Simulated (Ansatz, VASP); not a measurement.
**B2SbP3 in VASP and in Ansatz**

```xyz
6
Lattice="4.3665 0.0000 0.0000 -2.1832 3.7815 0.0000 0.0000 0.0000 5.5844" Properties=species:S:1:pos:R:3 pbc="T T T"
B     0.0000    2.5210    3.2439
B     2.1832    1.2605    3.2439
Sb    0.0000    0.0000    2.5860
P     0.0000    2.5210    5.1992
P     2.1832    1.2605    5.1992
P     0.0000    0.0000    5.4876
```

Alike in both runs: functional PBE; k mesh 12 × 12 × 8; occupations gaussian, width 0.1 eV; no spin polarisation.

Ansatz relaxed the structure, and its values are those at the end. VASP's run is a single point on that final structure, the one shown.

|  | VASP | Ansatz |
| --- | --- | --- |
| version | VASP 6.6.1 | Ansatz 0.2.0 |
| potentials or method | VASP PAW PBE potentials, release 64 (B, Sb, P), cutoff 520 eV | scalar-relativistic, plane waves, PAW |
| valence electrons in the cell | 26 | 36 |

Ansatz gave:

- gap on the k mesh at the Fermi level (eV): none
- pressure (GPa): 0.0
- rms of the force components (eV/Å): 0.000

**Question.** Estimate VASP's values.

**Answer.** gap on the k mesh at the Fermi level (eV): none; pressure (GPa): -0.1; rms of the force components (eV/Å): 0.007.

A gap of «none» marks a metal or a gap that the smearing closes. With one functional, cell and mesh, what is left measures potentials, basis and numerics. VASP's potentials hold 26 valence electrons a cell and Ansatz's 36, so a difference there can come from the potentials and not from the codes.

Spin-orbit coupling is off throughout.
